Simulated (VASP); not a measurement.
# ZnS (P6_3mc) in VASP: single point with PBE-based screened hybrid with 100 % exact exchange

Aim: the single point of ZnS with PBE-based screened hybrid with 100 % exact exchange.

Everything below comes from runs of VASP 6.6.1. Logs are shortened: lines on timing, memory, paths and dates and some standing lists are left out, and cuts for length are marked.

### 1 The cell of the first run

Symmetry: P6_3mc, No. 186, hexagonal system. The conventional cell has a = 3.805 Å, b = 3.805 Å, c = 6.244 Å, α = 90.00°, β = 90.00°, γ = 120.00°. Zn (site symmetry 3m) has 4 S at 2.33 to 2.34 Å within 3.1 Å. S (site symmetry 3m) has 4 Zn at 2.33 to 2.34 Å within 3.1 Å.

### 2 Single point, PBE-based screened hybrid with 100 % exact exchange

Input file POSCAR:

```
ZnS
1.0
    3.8054508206      0.0000000000      0.0000000000
   -1.9027254103      3.2956170835      0.0000000000
    0.0000000000      0.0000000000      6.2439930788
Zn S
2 2
Direct
    0.3333333333      0.6666666667      0.0003381272
    0.6666666667      0.3333333333      0.5003381272
    0.3333333333      0.6666666667      0.3746618728
    0.6666666667      0.3333333333      0.8746618728
```

Input file INCAR.step1:

```
SYSTEM = ZnS
  ALGO = Normal
  EDIFF = 1E-5
  ENCUT = 520
  GGA = PE
  ISIF = 2
  ISMEAR = 0
  LASPH = .TRUE.
  LCHARG = .FALSE.
  LREAL = .FALSE.
  LWAVE = .TRUE.
  NBANDS = 26
  NELM = 60
  PREC = Accurate
  SIGMA = 0.01
```

Input file INCAR.step2:

```
SYSTEM = ZnS
  AEXX = 1.0
  AGGAC = 1.0
  ALDAC = 1.0
  ALGO = Normal
  EDIFF = 1E-7
  ENCUT = 520
  GGA = PE
  HFSCREEN = 0.1
  ISIF = 2
  ISMEAR = 0
  ISTART = 1
  LASPH = .TRUE.
  LCHARG = .FALSE.
  LHFCALC = .TRUE.
  LREAL = .FALSE.
  LWAVE = .FALSE.
  NBANDS = 26
  NELM = 60
  PREC = Accurate
  PRECFOCK = Normal
  SIGMA = 0.01
```

Input file KPOINTS:

```
k-points
0
G
  6 6 2
  0 0 0
```

Potentials or basis: VASP PAW PBE potentials, release 64 (Zn, S).

On the command line:

```console
cat potpaw_PBE.64/Zn/POTCAR potpaw_PBE.64/S/POTCAR > POTCAR
cp INCAR.step1 INCAR
mpirun -np 1 vasp_std > vasp.out
cp INCAR.step2 INCAR
mpirun -np 1 vasp_std > vasp.out
```

OUTCAR:

```text
SYSTEM = ZnS
   AEXX = 1.0
   EDIFF = 1E-7
   ENCUT = 520
   GGA = PE
   HFSCREEN = 0.1
   ISIF = 2
   ISMEAR = 0
   ISTART = 1
   LASPH = .TRUE.
   LHFCALC = .TRUE.
   LREAL = .FALSE.
   NELM = 60
   PREC = Accurate
   PRECFOCK = Normal

 ion  position               nearest neighbor table
   1  0.333  0.667  0.000-   4 2.33   4 2.33   4 2.33   3 2.34
   2  0.667  0.333  0.500-   3 2.33   3 2.33   3 2.33   4 2.34
   3  0.333  0.667  0.375-   2 2.33   2 2.33   2 2.33   1 2.34
   4  0.667  0.333  0.875-   1 2.33   1 2.33   1 2.33   2 2.34

  LATTYP: Found a hexagonal cell.
 ALAT       =     3.8054508206
 C/A-ratio  =     1.6408024629

  Lattice vectors:

 A1 = (   3.8054508206,   0.0000000000,   0.0000000000)
 A2 = (  -1.9027254103,   3.2956170835,   0.0000000000)
 A3 = (   0.0000000000,   0.0000000000,   6.2439930788)

Analysis of symmetry for initial positions (statically):
=====================================================================
 Subroutine PRICEL returns:
 Original cell was already a primitive cell.

 Routine SETGRP: Setting up the symmetry group for a
 hexagonal supercell.

 Subroutine GETGRP returns: Found 12 space group operations
 (whereof  6 operations were pure point group operations)
 out of a pool of 24 trial point group operations.

The static configuration has the point symmetry C_3v.
 The point group associated with its full space group is C_6v.

Analysis of symmetry for dynamics (positions and initial velocities):
=====================================================================
 Subroutine PRICEL returns:
 Original cell was already a primitive cell.

 Routine SETGRP: Setting up the symmetry group for a
 hexagonal supercell.

 Subroutine GETGRP returns: Found 12 space group operations
 (whereof  6 operations were pure point group operations)
 out of a pool of 24 trial point group operations.

The dynamic configuration has the point symmetry C_3v.
 The point group associated with its full space group is C_6v.

 Subroutine INISYM returns: Found 12 space group operations
 (whereof  6 operations are pure point group operations),
 and found     1 'primitive' translations

----------------------------------------------------------------------------------------

                                     Primitive cell

  volume of cell :      78.3078

  direct lattice vectors                    reciprocal lattice vectors
     3.805450821  0.000000000  0.000000000     0.262780955  0.151716655  0.000000000
    -1.902725410  3.295617083  0.000000000     0.000000000  0.303433310  0.000000000
     0.000000000  0.000000000  6.243993079     0.000000000  0.000000000  0.160153925

  length of vectors
     3.805450821  3.805450821  6.243993079     0.303433310  0.303433310  0.160153925

  position of ions in fractional coordinates (direct lattice)
     0.333333333  0.666666667  0.000338127
     0.666666667  0.333333333  0.500338127
     0.333333333  0.666666667  0.374661873
     0.666666667  0.333333333  0.874661873

  ion indices of the primitive-cell ions
   primitive index   ion index
                 1           1
                 2           2
                 3           3
                 4           4

----------------------------------------------------------------------------------------

 KPOINTS: k-points

Automatic generation of k-mesh.
 Grid dimensions read from file:
 generate k-points for:    6    6    2

 Generating k-lattice:

  Cartesian coordinates                     Fractional coordinates (reciprocal lattice)
     0.043796826  0.025286109  0.000000000     0.166666667  0.000000000  0.000000000
     0.000000000  0.050572218  0.000000000     0.000000000  0.166666667  0.000000000
     0.000000000  0.000000000  0.080076963     0.000000000  0.000000000  0.500000000

  Length of vectors
     0.050572218  0.050572218  0.080076963

  Shift w.r.t. Gamma in fractional coordinates (k-lattice)
     0.000000000  0.000000000  0.000000000

 Subroutine IBZKPT returns following result:
 ===========================================

 Found     14 irreducible k-points:

 Following reciprocal coordinates:
            Coordinates               Weight
  0.000000  0.000000  0.000000      1.000000
  0.166667  0.000000  0.000000      6.000000
  0.333333  0.000000  0.000000      6.000000
  0.500000  0.000000  0.000000      3.000000
  0.166667  0.166667  0.000000      6.000000
  0.333333  0.166667  0.000000     12.000000
  0.333333  0.333333  0.000000      2.000000
  0.000000  0.000000  0.500000      1.000000
  0.166667  0.000000  0.500000      6.000000
  0.333333  0.000000  0.500000      6.000000
  0.500000  0.000000  0.500000      3.000000
  0.166667  0.166667  0.500000      6.000000
  0.333333  0.166667  0.500000     12.000000
  0.333333  0.333333  0.500000      2.000000
   k-points           NKPTS =     14   k-points in BZ     NKDIM =     72   number of bands    NBANDS=     26
   number of dos      NEDOS =    301   number of ions     NIONS =      4
   total plane-waves  NPLWV =  37632
   dimension x,y,z NGX =    28 NGY =   28 NGZ =   48
   dimension x,y,z NGXF=    56 NGYF=   56 NGZF=   96
   ions per type =               2   2
   NGX,Y,Z   is equivalent  to a cutoff of  12.23, 12.23, 12.78 a.u.
   NGXF,Y,Z  is equivalent  to a cutoff of  24.46, 24.46, 25.56 a.u.
 SYSTEM =  ZnS
   PREC   = accura    normal or accurate (medium, high low for compatibility)
   ISTART =      1    job   : 0-new  1-cont  2-samecut
   ICHARG =      0    charge: 1-file 2-atom 10-const
   ISPIN  =      1    spin polarized calculation?
   LNONCOLLINEAR =      F non collinear calculations
   LSORBIT =      F    spin-orbit coupling
   LASPH  =      T    aspherical Exc in radial PAW
   ENCUT  =  520.0 eV  38.22 Ry    6.18 a.u.   7.08  7.08 11.61*2*pi/ulx,y,z
   NELM   =     60;   NELMIN=  2; NELMDL=  0     # of ELM steps
   EDIFF  = 0.1E-06   stopping-criterion for ELM
   LREAL  =      F    real-space projection
   EDIFFG = 0.1E-05   stopping-criterion for IOM
   NSW    =      0    number of steps for IOM
   IBRION =     -1    ionic relax: 0-MD 1-quasi-New 2-CG
   NFREE  =      0    steps in history (QN), initial steepest desc. (CG)
   ISIF   =      2    stress and relaxation
   ISYM   =      3    0-nonsym 1-usesym 2-fastsym
   POTIM  = 0.5000    time-step for ionic-motion
   TEBEG  =    0.0;   TEEND  =   0.0 temperature during run
   PSTRESS=    0.0 pullay stress
   NELECT =      36.0000    total number of electrons
   NUPDOWN=      -1.0000    fix difference up-down
   EMIN   =  10.00;   EMAX   =-10.00  energy-range for DOS
   EFERMI =   0.00;   METHOD = LEGACY
   ISMEAR =     0;   SIGMA  =   0.01  broadening in eV -4-tet -1-fermi 0-gaus
   EFERMI_NEDOS =   21; number of points for ismear=-14 and -15
   IALGO  =     38    algorithm
   IMIX   =      1    mixing-type and parameters
     AMIX     =   0.40;   BMIX     =  1.00
     AMIX_MAG =   1.60;   BMIX_MAG =  1.00
  volume/ion in A,a.u.               =      19.58       132.11
  Fermi-wavevector in a.u.,A,eV,Ry     =   1.263496  2.387661 21.720645  1.596422
  Thomas-Fermi vector in A             =   2.396850
   LORBIT       =      0    0 simple, 1 ext, 2 COOP (PROOUT), +10 PAW based schemes
   GGA     = PE    functional components
   LHFCALC =     T    Hartree Fock is set to
   PRECFOCK=normal    Normal, Fast or Accurate (Low or Medium for compatibility)
   ENCUT4O =  -1.0   cutoff for four orbital integrals eV
   NKREDX  =     1    reduce k-point grid by
   NKREDY  =     1    reduce k-point grid by
   NKREDZ  =     1    reduce k-point grid by
   AEXX    =    1.0000 exact exchange contribution
   HFSCREEN=    0.1000 screening length (either q_TF or 0.3 A-1)
   HFSCREENC=   0.1000 screening length for correlation (either q_TF or 0.3 A-1)
   ENCUTFOCK=  -1.0 apply spherical cutoff to Coloumb kernel
   IVDW    =     0    specifies the selected vdW correction
   LEPSILON=     F    determine dielectric tensor
   LRPA    =     F    only Hartree local field effects (RPA)
 non-spin polarized calculation
 Gauss-broadening in eV      SIGMA  =   0.01
  energy-cutoff  :      520.00
  volume of cell :       78.31
 maximum number of plane-waves:      2130
  NGX = 24; NGY = 24; NGZ = 36

 number of electron      35.9999977 magnetization

 Free energy of the ion-electron system (eV)
  ---------------------------------------------------
  ext. energy  EPLUGINS =         0.00000000
  ---------------------------------------------------
  free energy    TOTEN  =       -30.24568515 eV

  energy without entropy =      -30.24568515  energy(sigma->0) =      -30.24568515

 E-fermi :  -1.5208     XC(G=0):  -2.3014

 val. band max:       -1.6192408357   @ k =   0.0000   0.0000   0.0000
 cond. band min:       7.1400115025   @ k =   0.0000   0.0000   0.0000
 fundamental gap:      8.7592523382
 Fermi energy:        -1.5208426475

 k-point     1 :       0.0000    0.0000    0.0000
  band No.  band energies     occupation
      1     -19.5918      2.00000
      2     -18.5040      2.00000
      3     -14.5533      2.00000
      4     -14.5393      2.00000
      5     -14.5393      2.00000
      6     -14.4742      2.00000
[... 18 lines left out ...]
     25      13.0952      0.00000
     26      14.6600      0.00000

 k-point     2 :       0.1667    0.0000    0.0000
  band No.  band energies     occupation
      1     -19.3633      2.00000
      2     -18.3987      2.00000
      3     -14.5280      2.00000
      4     -14.5131      2.00000
      5     -14.4747      2.00000
      6     -14.4399      2.00000
[... 18 lines left out ...]
     25      13.1152      0.00000
     26      14.0976      0.00000

 k-point     3 :       0.3333    0.0000    0.0000
  band No.  band energies     occupation
      1     -18.8422      2.00000
      2     -18.2183      2.00000
      3     -14.4830      2.00000
      4     -14.4697      2.00000
      5     -14.3745      2.00000
      6     -14.3721      2.00000
[... 18 lines left out ...]
     25      13.8853      0.00000
     26      15.7765      0.00000

 k-point     4 :       0.5000    0.0000    0.0000
  band No.  band energies     occupation
      1     -18.5143      2.00000
      2     -18.1783      2.00000
      3     -14.4649      2.00000
      4     -14.4539      2.00000
      5     -14.3408      2.00000
      6     -14.3275      2.00000
[... 18 lines left out ...]
     25      14.0347      0.00000
     26      17.0200      0.00000

 k-point     5 :       0.1667    0.1667    0.0000
  band No.  band energies     occupation
      1     -18.9849      2.00000
      2     -18.2571      2.00000
      3     -14.4863      2.00000
      4     -14.4858      2.00000
      5     -14.3977      2.00000
      6     -14.3965      2.00000
[... 18 lines left out ...]
     25      13.8171      0.00000
     26      14.3678      0.00000

 k-point     6 :       0.3333    0.1667    0.0000
  band No.  band energies     occupation
      1     -18.5256      2.00000
      2     -18.1754      2.00000
      3     -14.4714      2.00000
      4     -14.4410      2.00000
      5     -14.3528      2.00000
      6     -14.3447      2.00000
[... 137 lines left out ...]
 k-point    11 :       0.5000    0.0000    0.5000
  band No.  band energies     occupation
      1     -18.3270      2.00000
      2     -18.3270      2.00000
      3     -14.4377      2.00000
      4     -14.4377      2.00000
      5     -14.3944      2.00000
      6     -14.3944      2.00000
[... 18 lines left out ...]
     25      14.9058      0.00000
     26      14.9058      0.00000

 k-point    12 :       0.1667    0.1667    0.5000
  band No.  band energies     occupation
      1     -18.6132      2.00000
      2     -18.6132      2.00000
      3     -14.4521      2.00000
      4     -14.4521      2.00000
      5     -14.4334      2.00000
      6     -14.4334      2.00000
[... 18 lines left out ...]
     25      13.8128      0.00000
     26      13.8128      0.00000

 k-point    13 :       0.3333    0.1667    0.5000
  band No.  band energies     occupation
      1     -18.3313      2.00000
      2     -18.3313      2.00000
      3     -14.4261      2.00000
      4     -14.4261      2.00000
      5     -14.4016      2.00000
      6     -14.4016      2.00000
[... 18 lines left out ...]
     25      14.7958      0.00000
     26      14.7958      0.00000

 k-point    14 :       0.3333    0.3333    0.5000
  band No.  band energies     occupation
      1     -18.2404      2.00000
      2     -18.2404      2.00000
      3     -14.4089      2.00000
      4     -14.4089      2.00000
      5     -14.3989      2.00000
      6     -14.3989      2.00000
[... 18 lines left out ...]
     25      14.7460      0.00000
     26      14.7460      0.00000

------------------------ aborting loop because EDIFF is reached ----------------------------------------

  FORCE on cell =-STRESS in cart. coord.  units (eV):
  Direction    XX          YY          ZZ          XY          YZ          ZX
  --------------------------------------------------------------------------------------
  -------------------------------------------------------------------------------------
  Total        0.0075196      0.0075196     -0.3369109      0.0000000      0.0000000      0.0000000
  in kB        0.1538508      0.1538508     -6.8931928      0.0000000      0.0000000      0.0000000
  external PRESSURE =      -2.1951637 kB  Pullay stress =       0.0000000 kB

 VOLUME and BASIS-vectors are now :
 -----------------------------------------------------------------------------
  energy-cutoff  :      520.00
  volume of cell :       78.31
      direct lattice vectors                 reciprocal lattice vectors
     3.805450821  0.000000000  0.000000000     0.262780955  0.151716655  0.000000000
    -1.902725410  3.295617083  0.000000000     0.000000000  0.303433310  0.000000000
     0.000000000  0.000000000  6.243993079     0.000000000  0.000000000  0.160153925

 POSITION                                       TOTAL-FORCE (eV/Angst)
 -----------------------------------------------------------------------------------
     -0.00000      2.19708      0.00211         0.000000      0.000000     -0.018087
      1.90273      1.09854      3.12411        -0.000000     -0.000000     -0.018087
     -0.00000      2.19708      2.33939        -0.000000     -0.000000      0.018087
      1.90273      1.09854      5.46138        -0.000000      0.000000      0.018087
 -----------------------------------------------------------------------------------
    total drift:                               -0.000000     -0.000001     -0.001473

  FREE ENERGIE OF THE ION-ELECTRON SYSTEM (eV)
  ---------------------------------------------------
  free  energy   TOTEN  =       -30.2456851486 eV

  energy  without entropy=      -30.2456851486  energy(sigma->0) =      -30.24568515
```

It took 1.9 h on 1 thread of AMD EPYC 7R13 (Zen 3), shared host; peak memory 0.3 GiB.

Results:

```
Free energy            : -30.2457 eV
Pressure               : -0.2 GPa
Largest force          : 0.018 eV/Å
Band gap on the k mesh : 8.76 eV
```

Forces on the atoms (eV/Å):
```
Zn   0.000  0.000 -0.018
Zn   0.000  0.000 -0.018
S    0.000  0.000  0.018
S    0.000  0.000  0.018
```

Stress tensor (GPa, compression positive):
```
 0.02  0.00  0.00
 0.00  0.02  0.00
 0.00  0.00 -0.69
```

Levels at points of the mesh, in eV from the valence-band top:
```tsv
k point	band 15	band 16	band 17	band 18	band 19	band 20	band 21	band 22
(0.00, 0.00, 0.00)	-1.11	-0.13	0.00	0.00	8.76	9.68	13.05	13.05
(0.50, 0.00, 0.00)	-4.08	-2.76	-2.07	-1.10	9.67	10.84	11.05	13.50
(0.00, 0.00, 0.50)	-0.58	-0.58	-0.58	-0.58	10.24	10.24	13.48	13.48
(0.50, 0.00, 0.50)	-2.02	-2.02	-1.99	-1.99	9.61	9.61	11.59	11.59
```

Caveat: the k points lie up to 0.50 Å⁻¹ apart; the PAW data sets were made with another functional, which shifts forces and pressure a little.
